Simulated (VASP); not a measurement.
# Mg2CdN2 (P-3m1) in VASP: a series of runs, part 2 of 2

VASP 6.6.1. The steps go on from the part before.

## 3. Single point, PBE+D3(BJ)

Contents of INCAR:

```
PREC = Accurate ; ENCUT = 520
EDIFF = 1E-6 ; ISMEAR = 0
SIGMA = 0.1 ; LREAL = False
LASPH = True ; NELM = 100
ALGO = Normal ; ISIF = 2
LWAVE = False ; LCHARG = True
GGA = PE ; IVDW = 12
LELF = True ; LVHAR = True
NBANDS = 21
```

Contents of KPOINTS:

```
Automatic mesh
0
Gamma
  6 6 4
```

Contents of POSCAR:

```
Mg2CdN2
1.0
    3.5528825911      0.0000000000      0.0000000000
   -1.7764412955      3.0768865806      0.0000000000
    0.0000000000      0.0000000000      5.9838310064
Mg Cd N
2 1 2
Direct
    0.6666666667      0.3333333333      0.1534420000
    0.3333333333      0.6666666667      0.8465580000
    0.0000000000      0.0000000000      0.5000000000
    0.6666666667      0.3333333333      0.7722310000
    0.3333333333      0.6666666667      0.2277690000
```

Potentials or basis: VASP PAW PBE potentials, release 64 (Mg, Cd, N).

Launch:

```console
cat potpaw_PBE.64/Mg/POTCAR potpaw_PBE.64/Cd/POTCAR potpaw_PBE.64/N/POTCAR > POTCAR
mpirun -np 1 vasp_std > vasp.out
```

OUTCAR:

```text
PREC = Accurate
   ENCUT = 520
   EDIFF = 1E-6
   ISMEAR = 0
   LREAL = False
   LASPH = True
   NELM = 100
   ISIF = 2
   GGA = PE
   IVDW = 12
 IVDW          = 12

 ion  position               nearest neighbor table
   1  0.667  0.333  0.153-   5 2.10   5 2.10   5 2.10   4 2.28   2 2.75   2 2.75   2 2.75   3 2.92
                             3 2.92   3 2.92
   2  0.333  0.667  0.847-   4 2.10   4 2.10   4 2.10   5 2.28   1 2.75   1 2.75   1 2.75   3 2.92
                             3 2.92   3 2.92
   3  0.000  0.000  0.500-   4 2.62   5 2.62   4 2.62   5 2.62   4 2.62   5 2.62   1 2.92   2 2.92
                             2 2.92   1 2.92   1 2.92   2 2.92
   4  0.667  0.333  0.772-   2 2.10   2 2.10   2 2.10   1 2.28   3 2.62   3 2.62   3 2.62
   5  0.333  0.667  0.228-   1 2.10   1 2.10   1 2.10   2 2.28   3 2.62   3 2.62   3 2.62

  LATTYP: Found a hexagonal cell.
 ALAT       =     3.5528825911
 C/A-ratio  =     1.6842186177

  Lattice vectors:

 A1 = (   3.5528825911,   0.0000000000,   0.0000000000)
 A2 = (  -1.7764412955,   3.0768865806,   0.0000000000)
 A3 = (   0.0000000000,   0.0000000000,   5.9838310064)

Analysis of symmetry for initial positions (statically):
=====================================================================
 Subroutine PRICEL returns:
 Original cell was already a primitive cell.

 Routine SETGRP: Setting up the symmetry group for a
 hexagonal supercell.

 Subroutine GETGRP returns: Found 12 space group operations
 (whereof 12 operations were pure point group operations)
 out of a pool of 24 trial point group operations.

The static configuration has the point symmetry D_3d.

Analysis of symmetry for dynamics (positions and initial velocities):
=====================================================================
 Subroutine PRICEL returns:
 Original cell was already a primitive cell.

 Routine SETGRP: Setting up the symmetry group for a
 hexagonal supercell.

 Subroutine GETGRP returns: Found 12 space group operations
 (whereof 12 operations were pure point group operations)
 out of a pool of 24 trial point group operations.

The dynamic configuration has the point symmetry D_3d.

 Subroutine INISYM returns: Found 12 space group operations
 (whereof 12 operations are pure point group operations),
 and found     1 'primitive' translations

----------------------------------------------------------------------------------------

                                     Primitive cell

  volume of cell :      65.4141

  direct lattice vectors                    reciprocal lattice vectors
     3.552882591  0.000000000  0.000000000     0.281461595  0.162501927  0.000000000
    -1.776441295  3.076886581  0.000000000     0.000000000  0.325003855  0.000000000
     0.000000000  0.000000000  5.983831006     0.000000000  0.000000000  0.167117019

  length of vectors
     3.552882591  3.552882591  5.983831006     0.325003855  0.325003855  0.167117019

  position of ions in fractional coordinates (direct lattice)
     0.666666667  0.333333333  0.153442000
     0.333333333  0.666666667  0.846558000
     0.000000000  0.000000000  0.500000000
     0.666666667  0.333333333  0.772231000
     0.333333333  0.666666667  0.227769000

  ion indices of the primitive-cell ions
   primitive index   ion index
                 1           1
                 2           2
                 3           3
[... 32 lines left out ...]
  0.166667  0.000000  0.000000      6.000000
  0.333333 -0.000000  0.000000      6.000000
  0.500000  0.000000  0.000000      3.000000
  0.166667  0.166667  0.000000      6.000000
  0.333333  0.166667  0.000000     12.000000
[... 16 lines left out ...]
  0.333333  0.166667  0.500000     12.000000
  0.333333  0.333333  0.500000      2.000000
   k-points           NKPTS =     24   k-points in BZ     NKDIM =     24   number of bands    NBANDS=     21
   number of dos      NEDOS =    301   number of ions     NIONS =      5
   total plane-waves  NPLWV =  37632
   dimension x,y,z NGX =    28 NGY =   28 NGZ =   48
   dimension x,y,z NGXF=    56 NGYF=   56 NGZF=   96
   ions per type =               2   1   2
   NGX,Y,Z   is equivalent  to a cutoff of  13.10, 13.10, 13.34 a.u.
   NGXF,Y,Z  is equivalent  to a cutoff of  26.20, 26.20, 26.67 a.u.
 SYSTEM =  unknown system
   PREC   = accura    normal or accurate (medium, high low for compatibility)
   ISTART =      0    job   : 0-new  1-cont  2-samecut
   ICHARG =      2    charge: 1-file 2-atom 10-const
   ISPIN  =      1    spin polarized calculation?
   LNONCOLLINEAR =      F non collinear calculations
   LSORBIT =      F    spin-orbit coupling
   LASPH  =      T    aspherical Exc in radial PAW
   ENCUT  =  520.0 eV  38.22 Ry    6.18 a.u.   6.61  6.61 11.13*2*pi/ulx,y,z
   NELM   =    100;   NELMIN=  2; NELMDL= -5     # of ELM steps
   EDIFF  = 0.1E-05   stopping-criterion for ELM
   LREAL  =      F    real-space projection
   EDIFFG = 0.1E-04   stopping-criterion for IOM
   NSW    =      0    number of steps for IOM
   IBRION =     -1    ionic relax: 0-MD 1-quasi-New 2-CG
   NFREE  =      0    steps in history (QN), initial steepest desc. (CG)
   ISIF   =      2    stress and relaxation
   ISYM   =      2    0-nonsym 1-usesym 2-fastsym
   POTIM  = 0.5000    time-step for ionic-motion
   TEBEG  =    0.0;   TEEND  =   0.0 temperature during run
   PSTRESS=    0.0 pullay stress
   NELECT =      26.0000    total number of electrons
   NUPDOWN=      -1.0000    fix difference up-down
   EMIN   =  10.00;   EMAX   =-10.00  energy-range for DOS
   EFERMI =   0.00;   METHOD = LEGACY
   ISMEAR =     0;   SIGMA  =   0.10  broadening in eV -4-tet -1-fermi 0-gaus
   EFERMI_NEDOS =   21; number of points for ismear=-14 and -15
   IALGO  =     38    algorithm
   IMIX   =      4    mixing-type and parameters
     AMIX     =   0.40;   BMIX     =  1.00
     AMIX_MAG =   1.60;   BMIX_MAG =  1.00
  volume/ion in A,a.u.               =      13.08        88.29
  Fermi-wavevector in a.u.,A,eV,Ry     =   1.203674  2.274613 19.712530  1.448830
  Thomas-Fermi vector in A             =   2.339420
   LORBIT       =      0    0 simple, 1 ext, 2 COOP (PROOUT), +10 PAW based schemes
   GGA     = PE    functional components
   LHFCALC =     F    Hartree Fock is set to
   AEXX    =    0.0000 exact exchange contribution
   IVDW    =    12    specifies the selected vdW correction
   LEPSILON=     F    determine dielectric tensor
   LRPA    =     F    only Hartree local field effects (RPA)
 non-spin polarized calculation
 Gauss-broadening in eV      SIGMA  =   0.10
  energy-cutoff  :      520.00
  volume of cell :       65.41
 maximum number of plane-waves:      1798
 NGX is ok and might be reduce to    28
   NGX = 13   NGY = 13   NGZ = 23

 number of electron      26.0000004 magnetization

 Free energy of the ion-electron system (eV)
  ---------------------------------------------------
  ext. energy  EPLUGINS =         0.00000000
  ---------------------------------------------------
  free energy    TOTEN  =       -21.62837219 eV

  energy without entropy =      -21.62828379  energy(sigma->0) =      -21.62832799

 E-fermi :   2.9710     XC(G=0): -10.6287

 val. band max:        2.7690359374   @ k =   0.1667   0.0000   0.0000
 cond. band min:       3.1232935853   @ k =   0.0000   0.0000   0.0000
 fundamental gap:      0.3542576479
 Fermi energy:         2.9710146804

 k-point     1 :       0.0000    0.0000    0.0000
  band No.  band energies     occupation
      1     -10.4214      2.00000
      2      -9.3903      2.00000
      3      -4.9257      2.00000
      4      -4.7914      2.00000
      5      -4.7914      2.00000
      6      -4.6140      2.00000
[... 565 lines left out ...]
     20      11.9090      0.00000
     21      14.2850      0.00000

------------------------ aborting loop because EDIFF is reached ----------------------------------------

 Edisp (eV)   -1.56857

 E8    (eV) :    -0.6357

  FORCE on cell =-STRESS in cart. coord.  units (eV):
  Direction    XX          YY          ZZ          XY          YZ          ZX
  --------------------------------------------------------------------------------------
  -------------------------------------------------------------------------------------
  Total      -1.72500    -1.72500    -1.74637    -0.00000    -0.00000     0.00000
  in kB     -42.25015   -42.25015   -42.77359    -0.00000    -0.00000     0.00000
  external pressure =      -42.42 kB  Pullay stress =        0.00 kB

 VOLUME and BASIS-vectors are now :
 -----------------------------------------------------------------------------
  energy-cutoff  :      520.00
  volume of cell :       65.41
      direct lattice vectors                 reciprocal lattice vectors
     3.552882591  0.000000000  0.000000000     0.281461595  0.162501927  0.000000000
    -1.776441295  3.076886581  0.000000000     0.000000000  0.325003855  0.000000000
     0.000000000  0.000000000  5.983831006     0.000000000  0.000000000  0.167117019

 POSITION                                       TOTAL-FORCE (eV/Angst)
 -----------------------------------------------------------------------------------
      1.77644      1.02563      0.91817         0.000000     -0.000000      0.021926
     -0.00000      2.05126      5.06566        -0.000000      0.000000     -0.021926
      0.00000      0.00000      2.99192         0.000000      0.000000      0.000000
      1.77644      1.02563      4.62090         0.000000     -0.000000      0.013459
     -0.00000      2.05126      1.36293         0.000000     -0.000000     -0.013459
 -----------------------------------------------------------------------------------
    total drift:                                0.000000     -0.000000      0.000000

  FREE ENERGIE OF THE ION-ELECTRON SYSTEM (eV)
  ---------------------------------------------------
  free  energy   TOTEN  =       -23.1969423865 eV

  energy  without entropy=      -23.1968539952  energy(sigma->0) =      -23.19689819
```

Run time: 45 s. Hardware: 1 thread of Intel Xeon 8259CL, shared host; peak memory 0.21 GiB.

Results:

- Free energy: -23.1969 eV
- Pressure: -4.2 GPa
- Largest force: 0.022 eV/Å
- Band gap on the k mesh: 0.35 eV (least direct gap 0.68 eV)
- Dispersion energy per atom: -0.314 eV

Forces on the atoms (eV/Å):
```
Mg   0.000  0.000  0.022
Mg   0.000  0.000 -0.022
Cd   0.000  0.000  0.000
N    0.000  0.000  0.013
N    0.000  0.000 -0.013
```

Levels at points of the mesh, in eV from the valence-band top:
| k point | band 9 | band 10 | band 11 | band 12 | band 13 | band 14 | band 15 | band 16 | band 17 | band 18 |
| --- | --- | --- | --- | --- | --- | --- | --- | --- | --- | --- |
| (0.00, 0.00, 0.00) | -0.37 | -0.34 | -0.34 | -0.32 | -0.32 | 0.35 | 4.24 | 6.93 | 9.06 | 9.06 |
| (0.50, 0.00, 0.00) | -3.14 | -2.35 | -1.44 | -0.93 | -0.17 | 3.55 | 4.04 | 5.04 | 7.16 | 8.29 |
| (0.00, 0.00, 0.50) | -2.67 | -0.57 | -0.57 | -0.07 | -0.07 | 2.99 | 3.00 | 7.69 | 8.96 | 9.30 |
| (0.50, 0.00, 0.50) | -3.87 | -1.24 | -0.94 | -0.78 | -0.55 | 2.90 | 3.09 | 6.64 | 7.61 | 7.83 |

Caveat: the cell stands under tension. A k mesh can miss the band edges.
